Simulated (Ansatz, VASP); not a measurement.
One calculation of MoS2, two programs

INCAR

```
PREC = Accurate
ENCUT = 520
EDIFF = 1E-6
ISMEAR = -1
SIGMA = 0.05
LREAL = False
LASPH = True
NELM = 100
ALGO = Normal
ISIF = 2
LWAVE = False
LCHARG = False
GGA = B5
ALDAX = 1.0
AGGAX = 1.0
AGGAC = 1.0
ALDAC = 0.0
IVDW = 12
VDW_S6 = 1.0
VDW_S8 = 2.6996
VDW_A1 = 0.4298
VDW_A2 = 4.2359
NBANDS = 20
```

File KPOINTS:

```
regular mesh
0
Gamma
  9 9 4
```

POSCAR

```
MoS2
1.0
    3.2699360711      0.0000000000      0.0000000000
   -1.6349680355      2.8318477062      0.0000000000
    0.0000000000      0.0000000000      6.3955418068
Mo S
1 2
Direct
    0.0000000000      0.0000000000      0.5000000000
    0.6666666667      0.3333333333      0.7446806800
    0.3333333333      0.6666666667      0.2553193200
```

input.yaml

```yaml
crystal:
  lattice:
    - [3.2699360711, 0.0, 0.0]
    - [-1.6349680355, 2.8318477062, 0.0]
    - [0.0, 0.0, 6.3955418068]
  atoms:
    - { symbol: Mo, position: [0.0, 0.0, 0.5] }
    - { symbol: S, position: [0.6666666667, 0.3333333333, 0.74468068] }
    - { symbol: S, position: [0.3333333333, 0.6666666667, 0.25531932] }
hamiltonian:
  xc: blyp
  pseudopotentials: { kind: paw }
  dispersion: d3bj
kpoints:
  mp_grid: { grid: [9, 9, 4] }
scf:
  occupations: { method: fermi_dirac, width: 0.05 }
output:
  forces: true
  stress: true
  eigenvalues: true
  write_density: true
  write_potential: true
  elf: true
  volumetric_format: npy
```

Alike in both runs: task single point; functional BLYP; dispersion D3(BJ); k mesh 9 × 9 × 4; occupations fermi-dirac, width 0.05 eV; no spin polarisation.

```csv
,VASP,Ansatz
version,VASP 6.6.1,Ansatz 0.2.0
potentials or method,"VASP PAW PBE potentials, release 64 (Mo_sv, S)",Ansatz PAW
plane-wave cutoff (eV),520,420
valence electrons in the cell,26,26
```

|  | VASP | Ansatz | Ansatz less VASP |
| --- | --- | --- | --- |
| gap on the k mesh at the Fermi level (eV) | none | none | - |
| pressure (GPa) | -4.4 | -4.4 | -0.03 |
| traceless stress, the component that is largest in VASP (GPa) | -0.24 | -0.24 | -0.003 |
| rms of the force components (eV/Å) | 0.025 | 0.018 | -0.0063 |

VASP's potentials were made for PBE, not for BLYP. Atom by atom the forces differ by 0.006 eV/Å (rms over components). A gap of «none» marks a metal or a gap that the smearing closes.
